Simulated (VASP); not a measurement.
Wanted: the native input for a VASP 6.6.1 run.

```yaml
Task: single point
Functional: PBE
Potentials_or_basis: VASP PAW PBE potentials, release 64 (W_sv)
Cutoff: 520 eV
k_mesh: 12 × 12 × 12
Occupations: gaussian, width 0.028 eV
Spin: no spin polarisation
Dipole_correction: no
Further_INCAR_settings: ALGO = Normal; EDIFF = 1e-07; NBANDS = 13
```

The structure of W lies in POSCAR:

```
W
1.0
   -1.5823450000      1.5823450000      1.5823450000
    1.5823450000     -1.5823450000      1.5823450000
    1.5823450000      1.5823450000     -1.5823450000
W
1
Direct
    0.0000000000      0.0000000000      0.0000000000
```

The input as run:

INCAR

```
SYSTEM = W
PREC = Accurate
ENCUT = 520
EDIFF = 1E-7
ISMEAR = 0
SIGMA = 0.028000000000000004
LREAL = .FALSE.
LASPH = .TRUE.
NELM = 80
ALGO = Normal
ISIF = 2
LWAVE = .FALSE.
LCHARG = .TRUE.
GGA = PE
LELF = .TRUE.
LVHAR = .TRUE.
NBANDS = 13
```

KPOINTS

```
regular mesh
0
G
  12 12 12
  0 0 0
```

Potentials or basis: VASP PAW PBE potentials, release 64 (W_sv).

Launch:

```console
$ cat potpaw_PBE.64/W_sv/POTCAR > POTCAR
$ mpirun -np 1 vasp_std > vasp.out
```

It gave:

| Property | Result |
| --- | --- |
| Pressure | 6.6 GPa |
| Band gap on the k mesh | zero (band 7 reaches 16.61 eV, above the bottom of band 8 at 10.21 eV) |

Caveat: spin-orbit coupling is left out, which moves the levels of the heavy elements.

It took 11 s on 1 thread of Intel(R) Xeon(R) 6975P-C (Granite Rapids) (shared host), peak memory 0.13 GiB.
